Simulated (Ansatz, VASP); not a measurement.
# TiGe: VASP beside Ansatz

```xyz
4
Lattice="0.0000 3.2253 3.2253 3.2253 0.0000 3.2253 3.2253 3.2253 0.0000" Properties=species:S:1:pos:R:3 pbc="T T T"
Ti    4.8379    4.8379    4.8379
Ti    3.2253    3.2253    3.2253
Ge    1.6126    1.6126    1.6126
Ge    0.0000    0.0000    0.0000
```

Alike in both runs: functional PBE; k mesh 4 × 4 × 4; occupations gaussian, width 0.1 eV; no spin polarisation.

Ansatz relaxed the structure, and its values are those at the end. VASP's run is a single point on that final structure, the one shown.

|  | VASP | Ansatz |
| --- | --- | --- |
| version | VASP 6.6.1 | Ansatz 0.2.0 |
| potentials or method | VASP PAW PBE potentials, release 64 (Ti_sv, Ge_d), cutoff 520 eV | scalar-relativistic, plane waves, PAW |
| valence electrons in the cell | 52 | 52 |

Ansatz gave:

| Item | Value |
| --- | --- |
| gap on the k mesh at the Fermi level (eV) | none |
| pressure (GPa) | -0.3 |

Q: Which values does VASP return?

A: gap on the k mesh at the Fermi level (eV): none; pressure (GPa): -0.4.

A gap of «none» marks a metal or a gap that the smearing closes.

The k mesh is coarse, so the values compare programs but aren't converged.
